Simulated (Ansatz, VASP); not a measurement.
**CdBr: VASP beside Ansatz**

```
CELL_PARAMETERS angstrom
0.00000 3.03087 3.03087
3.03087 0.00000 3.03087
3.03087 3.03087 0.00000
ATOMIC_POSITIONS crystal
Cd 0.00000 0.00000 0.00000
Br 0.50000 0.50000 0.50000
```

Change from the starting cell: volume scaled by 0.96.

Alike in both runs: task single point; functional PBE; k mesh 8 × 8 × 8; occupations fermi-dirac, width 0.05 eV; no spin polarisation.

|  | VASP | Ansatz |
| --- | --- | --- |
| version | VASP 6.6.1 | Ansatz 0.2.0 |
| potentials or method | VASP PAW PBE potentials, release 64 (Cd, Br), cutoff 520 eV | all-electron LAPW, scalar-relativistic |

```tsv
	VASP	Ansatz	Ansatz less VASP
gap on the k mesh at the Fermi level (eV)	none	none	-
pressure (GPa)	2.6	2.5	-0.12
```

A gap of «none» marks a metal or a gap that the smearing closes. Ansatz ran all-electron here, and VASP with PAW potentials.
